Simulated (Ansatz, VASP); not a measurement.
# One calculation of Zr3WCl, two programs

```
CELL_PARAMETERS angstrom
4.65470 0.00000 0.00000
0.00000 4.65470 0.00000
0.00000 0.00000 4.65470
ATOMIC_POSITIONS crystal
Zr 0.50000 0.50000 0.00000
Zr 0.50000 0.00000 0.50000
Zr 0.00000 0.50000 0.50000
W 0.00000 0.00000 0.00000
Cl 0.50000 0.50000 0.50000
```

Change from the starting cell: species swapped into the Ca3GeO type (Pm-3m, No. 221).

Alike in both runs: task single point; functional PBE; k mesh 4 × 4 × 4; occupations gaussian, width 0.1 eV; no spin polarisation.

```csv
,VASP,Ansatz
version,VASP 6.6.1,Ansatz 0.2.0
potentials or method,"VASP PAW PBE potentials, release 64 (Zr_sv, W_sv, Cl), cutoff 520 eV","scalar-relativistic, plane waves, PAW"
valence electrons in the cell,57,57
```

Ansatz gave:

* gap on the k mesh at the Fermi level (eV): none
* pressure (GPa): 5.7

Task: Which values does VASP return?

Result: gap on the k mesh at the Fermi level (eV): none; pressure (GPa): 5.8.

A gap of «none» marks a metal or a gap that the smearing closes. With one functional, cell and mesh, what is left measures potentials, basis and numerics.

Neither program's run includes spin-orbit coupling.
